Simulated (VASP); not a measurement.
Write the native input for VASP 6.6.1 that does the following.

```yaml
Task: single point
Functional: PBE
Potentials_or_basis: VASP PAW PBE potentials, release 64 (Pb_d)
Cutoff: 500 eV
k_mesh: 14 × 14 × 14
Occupations: fermi-dirac, width 0.05 eV
Spin: no spin polarisation
Dipole_correction: no
Further_INCAR_settings: ALGO = Normal; EDIFF = 1e-06; NBANDS = 13
```

The structure of Pb lies in POSCAR:

```
Pb
1.0
    0.0000000000      1.9022577303      1.9022577303
    1.9022577303      0.0000000000      1.9022577303
    1.9022577303      1.9022577303      0.0000000000
Pb
1
Direct
    0.0000000000      0.0000000000      0.0000000000
```

This cell differs from its parent crystal: volume scaled by 0.43.

One way to write it, as run:

INCAR

```
  PREC = Accurate
  ENCUT = 500
  EDIFF = 1E-6
  ISMEAR = -1
  SIGMA = 0.05
  LREAL = False
  LASPH = True
  NELM = 120
  ALGO = Normal
  ISIF = 2
  LWAVE = False
  LCHARG = True
  GGA = PE
  LELF = True
  LVHAR = True
  NBANDS = 13
  GGA_COMPAT = False
```

KPOINTS

```
regular mesh
0
Gamma
  14 14 14
```

Potentials or basis: VASP PAW PBE potentials, release 64 (Pb_d).

The run is started by

```sh
$ cat potpaw_PBE.64/Pb_d/POTCAR > POTCAR
$ mpirun -np 1 vasp_std > vasp.out
```

It gave:

```yaml
Pressure: 266.1 GPa
Band_gap_on_the_k_mesh: zero (band 7 reaches 29.50 eV, above the bottom of band 8 at 18.31 eV)
```

Caveat: spin-orbit coupling is left out, which moves the levels of the heavy elements.

It took 11 s on 1 thread of AMD EPYC 9R14 (Zen 4), with other jobs on the host, peak memory 0.1 GiB.
